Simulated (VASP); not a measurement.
Here is a VASP 6.6.1 calculation.

The input INCAR:

```
  PREC = Accurate
  ENCUT = 400
  EDIFF = 1E-8
  ISMEAR = -1
  SIGMA = 0.03
  LREAL = False
  LASPH = True
  NELM = 120
  ALGO = Normal
  ISIF = 2
  LWAVE = False
  LCHARG = False
  GGA = CA
  LEFG = True
  NBANDS = 14
  GGA_COMPAT = False
```

The input KPOINTS:

```
regular mesh
0
Gamma
  15 15 15
```

Contents of POSCAR:

```
NbH2
1.0
   -0.0456300000      2.2586850000      2.2586850000
    2.2586850000     -0.0456300000      2.2586850000
    2.2586850000      2.2586850000     -0.0456300000
Nb H
1 2
Direct
    0.0000000000      0.0000000000      0.0000000000
    0.2500000000      0.2500000000      0.2500000000
    0.7500000000      0.7500000000      0.7500000000
```

Potentials or basis: VASP PAW LDA potentials, release 64 (Nb_sv, H).

Command:

```bash
$ cat potpaw_LDA.64/Nb_sv/POTCAR potpaw_LDA.64/H/POTCAR > POTCAR
$ mpirun -np 1 vasp_std > vasp.out
```

Task: Estimate the largest force.

Result: 0.170 eV/Å.

Task: Estimate the pressure.

Result: -8.9 GPa.

Forces on the atoms (eV/Å):
```
Nb   0.000  0.000  0.000
H    0.098  0.098  0.098
H   -0.098 -0.098 -0.098
```

Caveat: the cell differs from its parent crystal (equal xy, yz and zx shear strains of -2 %); without QUAD_EFG the Cq values of the log hold for a quadrupole moment of 1 mb, not for the nuclei.
